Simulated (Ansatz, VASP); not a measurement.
Sn: VASP beside Ansatz

INCAR

```
  PREC = Accurate
  ENCUT = 520
  EDIFF = 1E-6
  ISMEAR = 0
  SIGMA = 0.1
  LREAL = F
  LASPH = T
  NELM = 80
  ALGO = Normal
  ISIF = 2
  LWAVE = F
  LCHARG = T
  GGA = PS
  LELF = T
  LVHAR = T
  NBANDS = 13
```

The input KPOINTS:

```
Automatic mesh
0
Gamma
  6 6 6
```

Contents of POSCAR:

```
Sn
1.0
    0.0000000000      2.3384240515      2.3384240515
    2.3384240515      0.0000000000      2.3384240515
    2.3384240515      2.3384240515      0.0000000000
Sn
1
Direct
    0.0000000000      0.0000000000      0.0000000000
```

Input for Ansatz:

```yaml
crystal:
  lattice:
    - [0.0, 2.3384240515, 2.3384240515]
    - [2.3384240515, 0.0, 2.3384240515]
    - [2.3384240515, 2.3384240515, 0.0]
  atoms:
    - { symbol: Sn, position: [0.0, 0.0, 0.0] }
basis:
  ecutwfc: 420
kpoints:
  mp_grid: { grid: [6, 6, 6] }
hamiltonian:
  xc: pbesol
scf:
  occupations: { method: gaussian, width: 0.1 }
output:
  forces: true
  stress: true
  eigenvalues: true
```

Alike in both runs: task single point; functional PBEsol; k mesh 6 × 6 × 6; occupations gaussian, width 0.1 eV; no spin polarisation.

|  | VASP | Ansatz |
| --- | --- | --- |
| version | VASP 6.6.1 | Ansatz 0.2.0 |
| potentials or method | VASP PAW PBE potentials, release 64 (Sn_d), cutoff 520 eV | scalar-relativistic, plane waves, PAW |
| valence electrons in the cell | 14 | 14 |

```csv
,VASP,Ansatz,Ansatz less VASP
gap on the k mesh at the Fermi level (eV),none,none,-
pressure (GPa),3.5,3.5,+0.07
```

VASP's potentials were made for PBE, not for PBEsol. A gap of «none» marks a metal or a gap that the smearing closes.

The k mesh is coarse, so the values compare programs but aren't converged.
